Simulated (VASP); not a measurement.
Wanted: the native input for a VASP 6.6.1 run.

| Quantity | Value |
| --- | --- |
| Task | single point |
| Functional | PBEsol |
| Potentials or basis | VASP PAW PBE potentials, release 64 (Hf_pv, O) |
| Cutoff | 520 eV |
| k mesh | 9 × 9 × 9 |
| Occupations | fermi-dirac, width 0.05 eV |
| Spin | no spin polarisation |
| Dipole correction | no |
| Further INCAR settings | ALGO = Normal; EDIFF = 1e-06; NBANDS = 18 |

The structure of HfO2 lies in POSCAR:

```
HfO2
1.0
    0.0000000000      2.5229349520      2.5229349520
    2.5229349520      0.0000000000      2.5229349520
    2.5229349520      2.5229349520      0.0000000000
Hf O
1 2
Direct
    0.0000000000      0.0000000000      0.0000000000
    0.7500000000      0.7500000000      0.7500000000
    0.2500000000      0.2500000000      0.2500000000
```

The input as run:

INCAR

```
SYSTEM = HfO2
  ALGO = Normal
  EDIFF = 1E-6
  ENCUT = 520
  GGA = PS
  ISIF = 2
  ISMEAR = -1
  LASPH = .TRUE.
  LCHARG = .FALSE.
  LREAL = .FALSE.
  LWAVE = .FALSE.
  NBANDS = 18
  NELM = 60
  PREC = Accurate
  SIGMA = 0.05
```

KPOINTS

```
k-points
0
G
  9 9 9
  0 0 0
```

Potentials or basis: VASP PAW PBE potentials, release 64 (Hf_pv, O).

Command:

```console
$ cat potpaw_PBE.64/Hf_pv/POTCAR potpaw_PBE.64/O/POTCAR > POTCAR
$ mpirun -np 1 vasp_std > vasp.out
```

It gave:

The pressure is -4.0 GPa and the band gap on the k mesh is 3.82 eV, indirect (least direct gap 3.95 eV).

Caveat: the PAW data sets were made with another functional, which shifts forces and pressure a little; spin-orbit coupling is left out, which moves the levels of the heavy elements.

It took 49 s on 1 thread of AMD EPYC 7R13, with other jobs on the host, peak memory 0.14 GiB.
